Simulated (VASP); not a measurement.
# NiSb (P6_3/mmc) in VASP: further runs

NiSb is run at these levels: revPBE, RPBE; tasks: single point.

Everything below comes from runs of VASP 6.6.1. Logs are shortened: lines on timing, memory, paths and dates and some standing lists are left out, and cuts for length are marked.

**1. The cell of the first run**

It takes space group P6_3/mmc (No. 194, hexagonal). The conventional cell has a = 3.945 Å, b = 3.945 Å, c = 5.127 Å, α = 90.00°, β = 90.00°, γ = 120.00°. Ni (site symmetry -3m) has 2 Ni at 2.56 Å and 6 Sb at 2.61 Å within 3.4 Å. Sb (site symmetry -6m2) has 6 Ni at 2.61 Å and 6 Sb at 3.43 Å within 3.5 Å.

**2. Single point, revPBE, collinear spin (17.27 Å³/atom)**

INCAR reads:

```
SYSTEM = NiSb
ALGO = Normal
EDIFF = 1E-6
ENCUT = 520
GGA = RE
ISIF = 2
ISMEAR = 0
ISPIN = 2
LASPH = .TRUE.
LCHARG = .FALSE.
LMAXMIX = 4
LORBIT = 11
LREAL = .FALSE.
LWAVE = .FALSE.
MAGMOM = 0.05 0.05 0 0
NBANDS = 27
NELM = 150
PREC = Accurate
SIGMA = 0.05
```

KPOINTS reads:

```
k-points
0
G
  8 8 6
  0 0 0
```

POSCAR reads:

```
NiSb
1.0
    3.9450038272      0.0000000000      0.0000000000
   -1.9725019136      3.4164735324      0.0000000000
    0.0000000000      0.0000000000      5.1267082202
Ni Sb
2 2
Direct
    0.0000000000      0.0000000000      0.0000000000
    0.0000000000      0.0000000000      0.5000000000
    0.3333333333      0.6666666667      0.2500000000
    0.6666666667      0.3333333333      0.7500000000
```

Potentials or basis: VASP PAW PBE potentials, release 64 (Ni, Sb).

Command:

```
$ cat potpaw_PBE.64/Ni/POTCAR potpaw_PBE.64/Sb/POTCAR > POTCAR
$ mpirun -np 1 vasp_std > vasp.out
```

OUTCAR:

```text
SYSTEM = NiSb
   EDIFF = 1E-6
   ENCUT = 520
   GGA = RE
   ISIF = 2
   ISMEAR = 0
   ISPIN = 2
   LASPH = .TRUE.
   LORBIT = 11
   LREAL = .FALSE.
   NELM = 150
   PREC = Accurate

 ion  position               nearest neighbor table
   1  0.000  0.000  0.000-   2 2.56   2 2.56   4 2.61   3 2.61   4 2.61   3 2.61   4 2.61   3 2.61

   2  0.000  0.000  0.500-   1 2.56   1 2.56   4 2.61   3 2.61   4 2.61   3 2.61   4 2.61   3 2.61

   3  0.333  0.667  0.250-   1 2.61   2 2.61   1 2.61   2 2.61   1 2.61   2 2.61   4 3.43   4 3.43
                             4 3.43   4 3.43   4 3.43   4 3.43
   4  0.667  0.333  0.750-   1 2.61   2 2.61   1 2.61   2 2.61   1 2.61   2 2.61   3 3.43   3 3.43
                             3 3.43   3 3.43   3 3.43   3 3.43

  LATTYP: Found a hexagonal cell.
 ALAT       =     3.9450038272
 C/A-ratio  =     1.2995445492

  Lattice vectors:

 A1 = (   3.9450038272,   0.0000000000,   0.0000000000)
 A2 = (  -1.9725019136,   3.4164735324,   0.0000000000)
 A3 = (   0.0000000000,   0.0000000000,   5.1267082202)

Analysis of symmetry for initial positions (statically):
=====================================================================
 Subroutine PRICEL returns:
 Original cell was already a primitive cell.

 Routine SETGRP: Setting up the symmetry group for a
 hexagonal supercell.

 Subroutine GETGRP returns: Found 24 space group operations
 (whereof 12 operations were pure point group operations)
 out of a pool of 24 trial point group operations.

The static configuration has the point symmetry D_3d.
 The point group associated with its full space group is D_6h.

Analysis of symmetry for dynamics (positions and initial velocities):
=====================================================================
 Subroutine PRICEL returns:
 Original cell was already a primitive cell.

 Routine SETGRP: Setting up the symmetry group for a
 hexagonal supercell.

 Subroutine GETGRP returns: Found 24 space group operations
 (whereof 12 operations were pure point group operations)
 out of a pool of 24 trial point group operations.

The dynamic configuration has the point symmetry D_3d.
 The point group associated with its full space group is D_6h.

Analysis of structural, dynamic, and magnetic symmetry:
=====================================================================
 Subroutine PRICEL returns:
 Original cell was already a primitive cell.

 Routine SETGRP: Setting up the symmetry group for a
 hexagonal supercell.

 Subroutine GETGRP returns: Found 24 space group operations
 (whereof 12 operations were pure point group operations)
 out of a pool of 24 trial point group operations.

The overall configuration has the point symmetry D_3d.
 The point group associated with its full space group is D_6h.

 Subroutine INISYM returns: Found 24 space group operations
 (whereof 12 operations are pure point group operations),
 and found     1 'primitive' translations

----------------------------------------------------------------------------------------

                                     Primitive cell

  volume of cell :      69.0978

  direct lattice vectors                    reciprocal lattice vectors
     3.945003827  0.000000000  0.000000000     0.253485179  0.146349736  0.000000000
    -1.972501914  3.416473532  0.000000000     0.000000000  0.292699472  0.000000000
     0.000000000  0.000000000  5.126708220     0.000000000  0.000000000  0.195056937

  length of vectors
     3.945003827  3.945003827  5.126708220     0.292699472  0.292699472  0.195056937

  position of ions in fractional coordinates (direct lattice)
     0.000000000  0.000000000  0.000000000
     0.000000000  0.000000000  0.500000000
     0.333333333  0.666666667  0.250000000
     0.666666667  0.333333333  0.750000000

  ion indices of the primitive-cell ions
   primitive index   ion index
                 1           1
                 2           2
                 3           3
                 4           4

----------------------------------------------------------------------------------------

 KPOINTS: k-points

Automatic generation of k-mesh.
 Grid dimensions read from file:
 generate k-points for:    8    8    6

 Generating k-lattice:

  Cartesian coordinates                     Fractional coordinates (reciprocal lattice)
     0.031685647  0.018293717  0.000000000     0.125000000 -0.000000000  0.000000000
     0.000000000  0.036587434  0.000000000     0.000000000  0.125000000  0.000000000
     0.000000000  0.000000000  0.032509489     0.000000000  0.000000000  0.166666667

  Length of vectors
     0.036587434  0.036587434  0.032509489

  Shift w.r.t. Gamma in fractional coordinates (k-lattice)
     0.000000000  0.000000000  0.000000000

 Subroutine IBZKPT returns following result:
 ===========================================

 Found     40 irreducible k-points:

 Following reciprocal coordinates:
            Coordinates               Weight
  0.000000  0.000000  0.000000      1.000000
  0.125000  0.000000  0.000000      6.000000
  0.250000  0.000000  0.000000      6.000000
  0.375000  0.000000  0.000000      6.000000
  0.500000  0.000000  0.000000      3.000000
  0.125000  0.125000  0.000000      6.000000
[... 16 lines left out ...]
  0.250000  0.000000  0.333333     12.000000
  0.375000  0.000000  0.333333     12.000000
 [... further k-points ...]
   k-points           NKPTS =     40   k-points in BZ     NKDIM =     40   number of bands    NBANDS=     27
   number of dos      NEDOS =    301   number of ions     NIONS =      4
   total plane-waves  NPLWV =  36000
   dimension x,y,z NGX =    30 NGY =   30 NGZ =   40
   dimension x,y,z NGXF=    60 NGYF=   60 NGZF=   80
   ions per type =               2   2
   NGX,Y,Z   is equivalent  to a cutoff of  12.64, 12.64, 12.97 a.u.
   NGXF,Y,Z  is equivalent  to a cutoff of  25.28, 25.28, 25.94 a.u.
 SYSTEM =  NiSb
   PREC   = accura    normal or accurate (medium, high low for compatibility)
   ISTART =      0    job   : 0-new  1-cont  2-samecut
   ICHARG =      2    charge: 1-file 2-atom 10-const
   ISPIN  =      2    spin polarized calculation?
   LNONCOLLINEAR =      F non collinear calculations
   LSORBIT =      F    spin-orbit coupling
   LASPH  =      T    aspherical Exc in radial PAW
   ENCUT  =  520.0 eV  38.22 Ry    6.18 a.u.   7.34  7.34  9.53*2*pi/ulx,y,z
   NELM   =    150;   NELMIN=  2; NELMDL= -5     # of ELM steps
   EDIFF  = 0.1E-05   stopping-criterion for ELM
   LREAL  =      F    real-space projection
   EDIFFG = 0.1E-04   stopping-criterion for IOM
   NSW    =      0    number of steps for IOM
   IBRION =     -1    ionic relax: 0-MD 1-quasi-New 2-CG
   NFREE  =      0    steps in history (QN), initial steepest desc. (CG)
   ISIF   =      2    stress and relaxation
   ISYM   =      2    0-nonsym 1-usesym 2-fastsym
   POTIM  = 0.5000    time-step for ionic-motion
   TEBEG  =    0.0;   TEEND  =   0.0 temperature during run
   PSTRESS=    0.0 pullay stress
   NELECT =      30.0000    total number of electrons
   NUPDOWN=      -1.0000    fix difference up-down
   EMIN   =  10.00;   EMAX   =-10.00  energy-range for DOS
   EFERMI =   0.00;   METHOD = LEGACY
   ISMEAR =     0;   SIGMA  =   0.05  broadening in eV -4-tet -1-fermi 0-gaus
   EFERMI_NEDOS =   21; number of points for ismear=-14 and -15
   IALGO  =     38    algorithm
   IMIX   =      4    mixing-type and parameters
     AMIX     =   0.40;   BMIX     =  1.00
     AMIX_MAG =   1.60;   BMIX_MAG =  1.00
  volume/ion in A,a.u.               =      17.27       116.57
  Fermi-wavevector in a.u.,A,eV,Ry     =   1.239635  2.342571 20.908009  1.536695
  Thomas-Fermi vector in A             =   2.374110
   LORBIT       =     11    0 simple, 1 ext, 2 COOP (PROOUT), +10 PAW based schemes
   GGA     = RE    functional components
   LHFCALC =     F    Hartree Fock is set to
   AEXX    =    0.0000 exact exchange contribution
   IVDW    =     0    specifies the selected vdW correction
   LEPSILON=     F    determine dielectric tensor
   LRPA    =     F    only Hartree local field effects (RPA)
 spin polarized calculation
 Gauss-broadening in eV      SIGMA  =   0.05
  energy-cutoff  :      520.00
  volume of cell :       69.10
 maximum number of plane-waves:      1892
 NGX is ok and might be reduce to    30
   NGX = 15   NGY = 15   NGZ = 19

 number of electron      30.0000030 magnetization       0.0001468

 number of electron      30.0000030 magnetization      -0.0000349

 Free energy of the ion-electron system (eV)
  ---------------------------------------------------
  ext. energy  EPLUGINS =         0.00000000
  ---------------------------------------------------
  free energy    TOTEN  =       -18.77109257 eV

  energy without entropy =      -18.76879503  energy(sigma->0) =      -18.76994380

 E-fermi :  10.0545     XC(G=0): -11.4328

 val. band max:       10.0324082323   @ k =   0.3750   0.0000   0.1667
 cond. band min:      10.0584702896   @ k =   0.3750   0.2500   0.0000
 fundamental gap:      0.0260620573
 Fermi energy:        10.0544786797

 spin component 1

 k-point     1 :       0.0000    0.0000    0.0000
  band No.  band energies     occupation
      1      -2.9071      1.00000
      2       1.6259      1.00000
      3       3.8126      1.00000
      4       6.1182      1.00000
      5       6.1182      1.00000
      6       6.8892      1.00000
[... 19 lines left out ...]
     26      19.5991      0.00000
     27      19.5991      0.00000

 k-point     2 :       0.1250    0.0000    0.0000
  band No.  band energies     occupation
      1      -2.7129      1.00000
      2       1.6100      1.00000
      3       4.0309      1.00000
      4       6.0641      1.00000
      5       6.1594      1.00000
      6       6.8062      1.00000
[... 652 lines left out ...]
 k-point    24 :       0.3750    0.0000    0.3333
  band No.  band energies     occupation
      1      -0.7439      1.00000
      2       0.4454      1.00000
      3       3.9245      1.00000
      4       4.9118      1.00000
      5       6.6031      1.00000
      6       6.9569      1.00000
[... 19 lines left out ...]
     26      21.0682      0.00000
     27      21.5925      0.00000

 [... further k-points ...]

 spin component 2

 k-point     1 :       0.0000    0.0000    0.0000
  band No.  band energies     occupation
      1      -2.9071      1.00000
      2       1.6259      1.00000
      3       3.8126      1.00000
      4       6.1182      1.00000
      5       6.1182      1.00000
      6       6.8893      1.00000
[... 19 lines left out ...]
     26      19.5991      0.00000
     27      19.5991      0.00000

 k-point     2 :       0.1250    0.0000    0.0000
  band No.  band energies     occupation
      1      -2.7129      1.00000
      2       1.6100      1.00000
      3       4.0309      1.00000
      4       6.0641      1.00000
      5       6.1594      1.00000
      6       6.8063      1.00000
[... 652 lines left out ...]
 k-point    24 :       0.3750    0.0000    0.3333
  band No.  band energies     occupation
      1      -0.7439      1.00000
      2       0.4454      1.00000
      3       3.9246      1.00000
      4       4.9118      1.00000
      5       6.6031      1.00000
      6       6.9569      1.00000
[... 19 lines left out ...]
     26      21.0682      0.00000
     27      21.5925      0.00000

 [... further k-points ...]

------------------------ aborting loop because EDIFF is reached ----------------------------------------

  FORCE on cell =-STRESS in cart. coord.  units (eV):
  Direction    XX          YY          ZZ          XY          YZ          ZX
  --------------------------------------------------------------------------------------
  -------------------------------------------------------------------------------------
  Total        1.9563546      1.9563546      1.9900184     -0.0000000     -0.0000000      0.0000000
  in kB       45.3621956     45.3621956     46.1427615     -0.0000000     -0.0000000      0.0000000
  external PRESSURE =      45.6223842 kB  Pullay stress =       0.0000000 kB

 VOLUME and BASIS-vectors are now :
 -----------------------------------------------------------------------------
  energy-cutoff  :      520.00
  volume of cell :       69.10
      direct lattice vectors                 reciprocal lattice vectors
     3.945003827  0.000000000  0.000000000     0.253485179  0.146349736  0.000000000
    -1.972501914  3.416473532  0.000000000     0.000000000  0.292699472  0.000000000
     0.000000000  0.000000000  5.126708220     0.000000000  0.000000000  0.195056937

 POSITION                                       TOTAL-FORCE (eV/Angst)
 -----------------------------------------------------------------------------------
      0.00000      0.00000      0.00000        -0.000000      0.000000      0.000000
      0.00000      0.00000      2.56335        -0.000000      0.000000      0.000000
     -0.00000      2.27765      1.28168        -0.000000      0.000000     -0.000000
      1.97250      1.13882      3.84503         0.000000      0.000000      0.000000
 -----------------------------------------------------------------------------------
    total drift:                                0.000000     -0.000000     -0.000000

  FREE ENERGIE OF THE ION-ELECTRON SYSTEM (eV)
  ---------------------------------------------------
  free  energy   TOTEN  =       -18.7710925692 eV

  energy  without entropy=      -18.7687950289  energy(sigma->0) =      -18.76994380

 total charge

# of ion       s       p       d       tot
------------------------------------------
    1        0.445   0.476   8.458   9.379
    2        0.445   0.476   8.458   9.379
    3        1.130   1.214   0.075   2.418
    4        1.130   1.214   0.075   2.418
--------------------------------------------------
tot          3.150   3.378  17.066  23.594

 magnetization (x)

# of ion       s       p       d       tot
------------------------------------------
    1       -0.000   0.000  -0.000  -0.000
    2       -0.000   0.000  -0.000  -0.000
    3       -0.000  -0.000  -0.000  -0.000
    4       -0.000  -0.000  -0.000  -0.000
--------------------------------------------------
tot         -0.000  -0.000  -0.000  -0.000
```

It took 1.8 min on 1 thread of AMD EPYC 7R43 (Zen 3), shared host; peak memory 0.25 GiB.

Results:

```
Free energy                                           : -18.7711 eV
Pressure                                              : 4.6 GPa
Band gap on the k mesh                                : zero (filled and empty bands overlap)
Net moment                                            : 0.00 μB per cell
Valence electrons inside the program's atomic spheres : Ni 9.38; Sb 2.42
```

Stress tensor (GPa, compression positive):
```
4.54 0.00 0.00
0.00 4.54 0.00
0.00 0.00 4.61
```

Caveat: the cell stands under pressure; the PAW data sets were made with another functional, which shifts forces and pressure a little; spin-orbit coupling is left out, which moves the levels of the heavy elements.

**3. Single point, RPBE, collinear spin (17.40 Å³/atom)**

This run uses another cell than the first one, of 17.40 Å³/atom.

INCAR reads:

```
  PREC = Accurate
  ENCUT = 520
  EDIFF = 1E-7
  ISMEAR = 0
  SIGMA = 0.05
  LREAL = False
  LASPH = True
  NELM = 150
  ALGO = Normal
  ISIF = 2
  LWAVE = False
  LCHARG = False
  ISPIN = 2
  MAGMOM = 0.05 0.05 0 0
  LORBIT = 11
  LMAXMIX = 4
  GGA = RP
  NBANDS = 27
```

KPOINTS reads:

```
regular mesh
0
Gamma
  8 8 6
```

POSCAR reads:

```
NiSb
1.0
    3.9544794521      0.0000000000      0.0000000000
   -1.9772397261      3.4246796643      0.0000000000
    0.0000000000      0.0000000000      5.1390222170
Ni Sb
2 2
Direct
    0.0000000000      0.0000000000      0.0000000000
    0.0000000000      0.0000000000      0.5000000000
    0.3333333333      0.6666666667      0.2500000000
    0.6666666667      0.3333333333      0.7500000000
```

Potentials or basis: VASP PAW PBE potentials, release 64 (Ni, Sb).

Command:

```
$ cat potpaw_PBE.64/Ni/POTCAR potpaw_PBE.64/Sb/POTCAR > POTCAR
$ mpirun -np 1 vasp_std > vasp.out
```

It took 2.3 min on 1 thread of AMD EPYC 7R43 (Zen 3), shared host; peak memory 0.25 GiB.

Results (log left out):

- Free energy: -18.4277 eV
- Pressure: 4.4 GPa
- Band gap on the k mesh: zero (filled and empty bands overlap)
- Net moment: 0.00 μB per cell
- Valence electrons inside the program's atomic spheres: Ni 9.36; Sb 2.41

Stress tensor (GPa, compression positive):
```
4.41 0.00 0.00
0.00 4.41 0.00
0.00 0.00 4.51
```

Levels at points of the mesh, in eV from the Fermi level:
Spin up:
```csv
k point,band 12,band 13,band 14,band 15,band 16,band 17,band 18,band 19
"(0.00, 0.00, 0.00)",-1.33,-0.05,0.52,0.52,2.38,2.38,3.06,3.94
"(0.50, 0.00, 0.00)",-1.84,-1.59,-1.39,-1.32,-0.40,1.10,3.37,3.88
"(0.00, 0.00, 0.50)",-2.08,0.20,0.20,1.99,1.99,1.99,1.99,5.10
"(0.50, 0.00, 0.50)",-1.91,-1.80,-1.80,0.15,0.15,1.61,1.61,5.13
```
Spin down:
```tsv
k point	band 13	band 14	band 15	band 16	band 17	band 18
(0.00, 0.00, 0.00)	-0.05	0.52	0.52	2.38	2.38	3.06
(0.50, 0.00, 0.00)	-1.59	-1.39	-1.32	-0.40	1.10	3.37
(0.00, 0.00, 0.50)	0.20	0.20	1.99	1.99	1.99	1.99
(0.50, 0.00, 0.50)	-1.80	-1.80	0.15	0.15	1.61	1.61
```

Caveat: the cell stands under pressure; the PAW data sets were made with another functional, which shifts forces and pressure a little; spin-orbit coupling is left out, which moves the levels of the heavy elements.

The gap in the log of VASP goes by the Fermi energy; the results here count the filled bands.